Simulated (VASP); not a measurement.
Input of a VASP 6.6.1 run:

Contents of INCAR:

```
  PREC = Accurate
  ENCUT = 520
  EDIFF = 1E-6
  ISMEAR = 1
  SIGMA = 0.1
  LREAL = F
  LASPH = T
  NELM = 100
  ALGO = Normal
  ISIF = 2
  LWAVE = F
  LCHARG = F
  GGA = PE
  NBANDS = 11
```

File KPOINTS:

```
Automatic mesh
0
Gamma
  17 17 17
```

File POSCAR:

```
Ca
1.0
    0.0000000000      2.7629864125      2.7629864125
    2.7629864125      0.0000000000      2.7629864125
    2.7629864125      2.7629864125      0.0000000000
Ca
1
Direct
    0.0000000000      0.0000000000      0.0000000000
```

Potentials or basis: VASP PAW PBE potentials, release 64 (Ca_sv).

The run is started by

```console
$ cat potpaw_PBE.64/Ca_sv/POTCAR > POTCAR
$ mpirun -np 1 vasp_std > vasp.out
```

Estimate the pressure.

0.0 GPa.

What does it give for the band gap on the k mesh?

Zero (bands 5 and 6 overlap by 0.30 eV).
